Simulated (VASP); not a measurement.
# Ag7B16 (a cell with a defect) in VASP: further runs

Runs on Ag7B16 (a cell with a defect). Level: PBE. Tasks: single point.

Everything below comes from runs of VASP 6.6.1. Logs are shortened: lines on timing, memory, paths and dates and some standing lists are left out, and cuts for length are marked.

## (1) The cell of the first run

The cell holds a defect, 23 atoms: a = 6.026 Å, b = 6.026 Å, c = 6.508 Å, α = 90.00°, β = 90.00°, γ = 120.00°.

## (2) Single point, PBE

File INCAR:

```
ALGO = Normal
EDIFF = 1E-7
ENCUT = 520
GGA = PE
ISIF = 2
ISMEAR = 1
LASPH = True
LCHARG = True
LELF = True
LREAL = Auto
LVHAR = True
LWAVE = False
NBANDS = 80
NELM = 60
PREC = Accurate
SIGMA = 0.15
```

File KPOINTS:

```
k-points
0
Gamma
  3 3 2
```

File POSCAR:

```
Ag7B16
1.0
    6.0260560000      0.0000000000      0.0000000000
   -3.0130280000      5.2187260000      0.0000000000
    0.0000000000      0.0000000000      6.5081400000
B Ag
16 7
Direct
    0.1688068831      0.3337253192      0.2457262751
    0.3339809485      0.1633592183      0.2619345927
    0.1687998107      0.3337237862      0.7545768837
    0.3339876295      0.1633722483      0.7383754806
    0.1724915033      0.8355566090      0.2624749929
    0.3339337736      0.6691987661      0.2618159720
    0.1725000147      0.8355659983      0.7378341585
    0.3339409249      0.6692064308      0.7384897989
    0.6657416008      0.3292362925      0.2619361292
    0.8272178690      0.1629252044      0.2624673102
    0.6657348571      0.3292433824      0.7383736367
    0.8272183737      0.1629265457      0.7378409192
    0.6657643923      0.8350959602      0.2618156647
    0.8307852189      0.6647114641      0.2457387210
    0.6657609024      0.8350996009      0.7384908745
    0.8307977387      0.6647212366      0.7545661280
    0.0002385612     -0.0008272134      0.0001468930
   -0.0000491983     -0.0007133925      0.5001539610
   -0.0004091960      0.4989834684      0.0001550366
   -0.0003621363      0.4992289306      0.5001579560
    0.5000092067     -0.0008906388      0.0001499660
    0.4997848277      0.4992626553      0.0001347543
    0.4996774522      0.4994644287      0.5001601072
```

Potentials or basis: VASP PAW PBE potentials, release 64 (B, Ag).

Run with:

```
$ cat potpaw_PBE.64/B/POTCAR potpaw_PBE.64/Ag/POTCAR > POTCAR
$ mpirun -np 1 vasp_std > vasp.out
```

OUTCAR:

```text
EDIFF = 1E-7
   ENCUT = 520
   GGA = PE
   ISIF = 2
   ISMEAR = 1
   LASPH = True
   LREAL = Auto
   NELM = 60
   PREC = Accurate

 ion  position               nearest neighbor table
   1  0.169  0.334  0.246-   6 1.75   2 1.75  10 1.79  22 2.35  19 2.37  17 2.37  23 2.39  18 2.41
                            20 2.41
   2  0.334  0.163  0.262-   5 1.71   9 1.73   1 1.75  18 2.33  23 2.34  21 2.42  17 2.44  22 2.44

   3  0.169  0.334  0.755-   8 1.75   4 1.75  12 1.79  22 2.35  19 2.37  17 2.37  23 2.39  18 2.41
                            20 2.41
   4  0.334  0.163  0.738-   7 1.71  11 1.73   3 1.75  18 2.33  23 2.34  21 2.42  17 2.44  22 2.44
[... 25 lines left out ...]
  17  0.000  0.999  0.000-  16 2.37  14 2.37   3 2.37   1 2.37   4 2.44   2 2.44  15 2.44  13 2.44
                             7 2.45   5 2.45  12 2.45  10 2.45  21 3.01  22 3.01  19 3.01  19 3.01
  18  1.000  0.999  0.500-   2 2.33   4 2.33  13 2.33  15 2.33   5 2.34   7 2.34  10 2.34  12 2.34
                             3 2.41   1 2.41  16 2.41  14 2.41  20 3.01  23 3.01  23 3.01  20 3.01
  19  1.000  0.499  0.000-   1 2.37   3 2.37  14 2.37  16 2.37   9 2.44  11 2.44   6 2.44   8 2.44
                            10 2.45  12 2.45   5 2.45   7 2.45  21 3.01  17 3.01  22 3.01  22 3.01
  20  1.000  0.499  0.500-  11 2.33   9 2.33   8 2.33   6 2.33  12 2.34  10 2.34   5 2.34   7 2.34
                            16 2.41  14 2.41   3 2.41   1 2.41  18 3.01  23 3.01  23 3.01  18 3.01
  21  0.500  0.999  0.000-  12 2.41  10 2.41   7 2.42   5 2.42  15 2.42  13 2.42   8 2.42   6 2.42
                            11 2.42   9 2.42   4 2.42   2 2.42  19 3.01  22 3.01  17 3.01  17 3.01
  22  0.500  0.499  0.000-   3 2.35   1 2.35  16 2.35  14 2.35   8 2.44   6 2.44  15 2.44  13 2.44
                             4 2.44   2 2.44  11 2.44   9 2.44  21 3.01  17 3.01  19 3.01  19 3.01
  23  0.500  0.499  0.500-   8 2.34   6 2.34  15 2.34  13 2.34   4 2.34   2 2.34  11 2.34   9 2.34
                             3 2.39   1 2.39  16 2.39  14 2.39  20 3.01  18 3.01  18 3.01  20 3.01

  LATTYP: Found a hexagonal cell.
 ALAT       =     6.0260560000
 C/A-ratio  =     1.0799999203

  Lattice vectors:

 A1 = (   6.0260560000,   0.0000000000,   0.0000000000)
 A2 = (  -3.0130280000,   5.2187260000,   0.0000000000)
 A3 = (   0.0000000000,   0.0000000000,   6.5081400000)

Analysis of symmetry for initial positions (statically):
=====================================================================
 Subroutine PRICEL returns:
 Original cell was already a primitive cell.

 Routine SETGRP: Setting up the symmetry group for a
 hexagonal supercell.

 Subroutine GETGRP returns: Found  1 space group operations
 (whereof  1 operations were pure point group operations)
 out of a pool of 24 trial point group operations.

The static configuration has the point symmetry C_1 .

Analysis of symmetry for dynamics (positions and initial velocities):
[... 152 lines left out ...]
   EFERMI =   0.00;   METHOD = LEGACY
   ISMEAR =     1;   SIGMA  =   0.15  broadening in eV -4-tet -1-fermi 0-gaus
   EFERMI_NEDOS =   21; number of points for ismear=-14 and -15
   IALGO  =     38    algorithm
   IMIX   =      4    mixing-type and parameters
     AMIX     =   0.40;   BMIX     =  1.00
     AMIX_MAG =   1.60;   BMIX_MAG =  1.00
  volume/ion in A,a.u.               =       8.90        60.05
  Fermi-wavevector in a.u.,A,eV,Ry     =   1.388971  2.624775 26.248927  1.929242
  Thomas-Fermi vector in A             =   2.513047
   LORBIT       =      0    0 simple, 1 ext, 2 COOP (PROOUT), +10 PAW based schemes
   GGA     = PE    functional components
   LHFCALC =     F    Hartree Fock is set to
   AEXX    =    0.0000 exact exchange contribution
   IVDW    =     0    specifies the selected vdW correction
   LEPSILON=     F    determine dielectric tensor
   LRPA    =     F    only Hartree local field effects (RPA)
 non-spin polarized calculation
 Methfessel and Paxton  Order N= 1 SIGMA  =   0.15
  energy-cutoff  :      520.00
  volume of cell :      204.67
 maximum number of plane-waves:      5521
 NGX is ok and might be reduce to    48
   NGX = 23   NGY = 23   NGZ = 25

 number of electron     124.9999965 magnetization

 Free energy of the ion-electron system (eV)
  ---------------------------------------------------
  ext. energy  EPLUGINS =         0.00000000
  ---------------------------------------------------
  free energy    TOTEN  =      -106.88926085 eV

  energy without entropy =     -106.88982134  energy(sigma->0) =     -106.88944768

 E-fermi :   9.3843     XC(G=0): -12.7531

 val. band max:        9.3806627398   @ k =  -0.3333   0.3333   0.5000
 cond. band min:       9.4004581513   @ k =   0.0000   0.3333   0.0000
 fundamental gap:      0.0197954115
 Fermi energy:         9.3843480819

 k-point     1 :       0.0000    0.0000    0.0000
  band No.  band energies     occupation
      1      -4.5217      2.00000
      2      -2.4711      2.00000
      3      -1.3708      2.00000
      4      -0.9275      2.00000
      5      -0.9250      2.00000
      6      -0.8208      2.00000
[... 759 lines left out ...]
     73      15.1347      0.00000
     74      15.1725      0.00000
 [bands above 74 left out]

------------------------ aborting loop because EDIFF is reached ----------------------------------------

  FORCE on cell =-STRESS in cart. coord.  units (eV):
  Direction    XX          YY          ZZ          XY          YZ          ZX
  --------------------------------------------------------------------------------------
  -------------------------------------------------------------------------------------
  Total       35.2090196     36.3791497     66.0905705     -1.0174771     -0.0000482      0.0006776
  in kB      275.6195180    284.7794067    517.3632040     -7.9649064     -0.0003769      0.0053042
  external PRESSURE =     359.2540429 kB  Pullay stress =       0.0000000 kB

 VOLUME and BASIS-vectors are now :
 -----------------------------------------------------------------------------
  energy-cutoff  :      520.00
  volume of cell :      204.67
      direct lattice vectors                 reciprocal lattice vectors
     6.026056000  0.000000000  0.000000000     0.165946018  0.095808824  0.000000000
    -3.013028000  5.218726000  0.000000000     0.000000000  0.191617648  0.000000000
     0.000000000  0.000000000  6.508140000     0.000000000  0.000000000  0.153653732

 POSITION                                       TOTAL-FORCE (eV/Angst)
 -----------------------------------------------------------------------------------
      0.01172      1.74162      1.59922         0.000213     -0.001665     -0.006703
      1.52038      0.85253      1.70471         0.004117      0.004610      0.003739
      0.01168      1.74161      4.91089        -0.000189     -0.001266      0.006069
      1.52038      0.85259      4.80545         0.004223      0.004005     -0.004208
     -1.47811      4.36054      1.70822         0.003060      0.000628      0.002612
     -0.00401      3.49236      1.70394         0.003473      0.001644      0.005366
[... 15 lines left out ...]
      1.50744      2.60552      0.00088         0.000828     -0.000040      0.001788
      1.50618      2.60657      3.25511         0.002361     -0.000452      0.000148
 -----------------------------------------------------------------------------------
    total drift:                               -0.002724      0.010231     -0.000496

  FREE ENERGIE OF THE ION-ELECTRON SYSTEM (eV)
  ---------------------------------------------------
  free  energy   TOTEN  =      -106.8892608505 eV

  energy  without entropy=     -106.8898213383  energy(sigma->0) =     -106.88944768
```

It took 6.1 min on 1 thread of Intel Xeon Platinum 8488C (Sapphire Rapids), shared host; peak memory 0.37 GiB.

Results:

- Free energy: -106.8893 eV
- Pressure: 35.9 GPa
- Largest force: 0.009 eV/Å
- Band gap on the k mesh: zero (an odd number of electrons rules out a gap without spin polarisation)

Forces on the atoms (eV/Å):
```
B    0.000 -0.002 -0.007
B    0.004  0.005  0.004
B    0.000 -0.001  0.006
B    0.004  0.004 -0.004
B    0.003  0.001  0.003
B    0.003  0.002  0.005
B    0.003  0.001 -0.002
B    0.003  0.002 -0.005
B   -0.008 -0.002  0.004
B   -0.002 -0.004  0.002
B   -0.007 -0.002 -0.004
B   -0.002 -0.003 -0.002
B   -0.004 -0.001  0.005
B    0.002  0.001 -0.008
B   -0.003 -0.001 -0.005
B    0.002  0.000  0.007
Ag   0.000  0.000  0.000
Ag  -0.001  0.000 -0.001
Ag  -0.001  0.000  0.000
Ag   0.001  0.001  0.000
Ag  -0.002  0.001  0.000
Ag   0.001  0.000  0.002
Ag   0.002  0.000  0.000
```

Stress tensor (GPa, compression positive):
```
27.56 -0.80  0.00
-0.80 28.48  0.00
 0.00  0.00 51.74
```

Caveat: the k points lie up to 0.48 Å⁻¹ apart, too coarse for converged energies and pressures of a metal.

(Part 1 of 2 ends here.)
